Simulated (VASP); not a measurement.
# TiSi: single point with PBEsol

TiSi:

```xyz
2
Lattice="3.7932 0.0000 0.0000 0.0000 1.8028 2.0660 0.0000 -1.8028 2.0660" Properties=species:S:1:pos:R:3 pbc="T T T"
Ti    0.0000    0.0000    0.2096
Si    1.8966    0.0000    2.2758
```

```yaml
Program: VASP 6.6.1
Task: single point
Functional: PBEsol
Potentials_or_basis: VASP PAW PBE potentials, release 64 (Ti_sv, Si)
Cutoff: 520 eV
k_mesh: 18 × 24 × 24
Occupations: gaussian, width 0.15 eV
Spin: no spin polarisation
```

The pressure is 0.0 GPa and the band gap on the k mesh is zero (bands 8 and 9 overlap by 1.85 eV).

Stress tensor (GPa, compression positive):
```
 0.05  0.00  0.00
 0.00  0.15  0.00
 0.00  0.00 -0.06
```

Levels at points of the mesh, in eV from the Fermi level:
| k point | band 6 | band 7 | band 8 | band 9 | band 10 | band 11 |
| --- | --- | --- | --- | --- | --- | --- |
| (0.00, 0.00, 0.00) | -2.58 | -1.83 | -1.25 | 1.77 | 2.39 | 3.12 |
| (0.50, 0.00, 0.00) | -6.65 | -0.95 | 0.46 | 0.75 | 1.71 | 3.19 |
| (0.00, 0.50, 0.00) | -6.54 | -3.04 | -0.86 | 1.67 | 2.46 | 4.46 |
| (0.50, 0.50, 0.00) | -5.00 | -2.62 | -1.78 | 1.35 | 1.83 | 1.99 |
| (0.00, 0.50, 0.50) | -3.74 | -1.67 | -1.36 | -0.98 | -0.44 | 2.94 |
| (0.50, 0.50, 0.50) | -3.98 | -3.56 | -2.88 | 2.19 | 2.49 | 2.81 |

Wall time 5.1 min on 1 thread of Intel(R) Xeon(R) Platinum 8259CL CPU @ 2.50GHz (Skylake/Cascade Lake) (shared host), peak memory 0.7 GiB.

Caveat: the PAW data sets were made with another functional, which shifts forces and pressure a little.
